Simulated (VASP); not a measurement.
**Be5Pt: single point with LDA**

Crystal: Be5Pt.

```
Be Pt
1.0
     0.00000    2.98130    2.98130
     2.98130    0.00000    2.98130
     2.98130    2.98130    0.00000
Be Pt
5 1
Direct
  0.25000 0.25000 0.25000
  0.62426 0.62426 0.12721
  0.62426 0.12721 0.62426
  0.12721 0.62426 0.62426
  0.62426 0.62426 0.62426
  0.00000 0.00000 0.00000
```

* Program: VASP 6.6.1
* Task: single point
* Functional: LDA
* Potentials or basis: VASP PAW LDA potentials, release 64 (Be, Pt)
* Cutoff: 520 eV
* k mesh: 7 × 7 × 7
* Occupations: methfessel-paxton, width 0.3 eV
* Spin: no spin polarisation
* Dipole correction: no
* Further INCAR settings: ALGO = Normal; EDIFF = 1e-06; NBANDS = 19

* Pressure: -6.2 GPa
* Largest force: 0.100 eV/Å
* Band gap on the k mesh: 0.22 eV, indirect (least direct gap 1.46 eV)

Forces in eV/Å, atoms in the order of the input:
```
Be   0.000  0.000  0.000
Be  -0.058 -0.058  0.058
Be  -0.058  0.058 -0.058
Be   0.058 -0.058 -0.058
Be   0.058  0.058  0.058
Pt   0.000  0.000  0.000
```

Levels at points of the mesh, in eV from the valence-band top:
| k point | band 6 | band 7 | band 8 | band 9 | band 10 | band 11 | band 12 | band 13 | band 14 | band 15 |
| --- | --- | --- | --- | --- | --- | --- | --- | --- | --- | --- |
| (0.00, 0.00, 0.00) | -5.33 | -4.04 | -0.34 | -0.34 | -0.34 | 2.56 | 3.19 | 3.19 | 3.19 | 5.26 |

Run time: 23 s on 1 thread of Intel Xeon 8259CL, with other jobs on the host, peak memory 0.16 GiB.

Caveat: spin-orbit coupling is left out, which moves the levels of the heavy elements. A k mesh can miss the band edges.
